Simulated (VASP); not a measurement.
Set up this calculation in VASP 6.6.1, as the native input.

```yaml
Task: single point
Functional: PBE
Potentials_or_basis: VASP PAW PBE potentials, release 64 (As)
Cutoff: 520 eV
k_mesh: 13 × 13 × 8
Occupations: fermi-dirac, width 0.1 eV
Spin: no spin polarisation
Dipole_correction: no
Further_INCAR_settings: ALGO = Normal; EDIFF = 1e-06; NBANDS = 12
```

The structure of As lies in POSCAR:

```
As
1.0
    3.1175294497      0.0000000000      0.0000000000
   -1.5587647248      2.6998597005      0.0000000000
    0.0000000000      0.0000000000      4.7576233380
As
2
Direct
    0.3333333333      0.6666666667      0.2500000000
    0.6666666667      0.3333333333      0.7500000000
```

This cell differs from its parent crystal: volume scaled by 1.04.

One way to write it, as run:

INCAR

```
PREC     = Accurate       # precision mode
ENCUT    = 520            # plane-wave cutoff, eV
EDIFF    = 1E-6           # SCF threshold, eV
ISMEAR   = -1             # smearing method
SIGMA    = 0.1            # smearing width, eV
LREAL    = F              # projectors in reciprocal space
LASPH    = T              # aspherical terms in the spheres
NELM     = 80             # most SCF steps
ALGO     = Normal         # electronic algorithm
ISIF     = 2              # what is computed and relaxed
LWAVE    = F              # write WAVECAR
LCHARG   = F              # write CHGCAR
GGA      = PE             # functional
NBANDS   = 12             # bands
```

KPOINTS

```
regular mesh
0
Gamma
  13 13 8
```

Potentials or basis: VASP PAW PBE potentials, release 64 (As).

The run is started by

```sh
$ cat potpaw_PBE.64/As/POTCAR > POTCAR
$ mpirun -np 1 vasp_std > vasp.out
```

Results of the run:

```json
{"Pressure": "-2.6 GPa", "Band gap on the k mesh": "zero (band 5 reaches 9.86 eV, above the bottom of band 6 at 2.73 eV)"}
```

Wall time 22 s on 1 thread of Intel(R) Xeon(R) 6975P-C (Granite Rapids), on a shared host, peak memory 0.17 GiB.
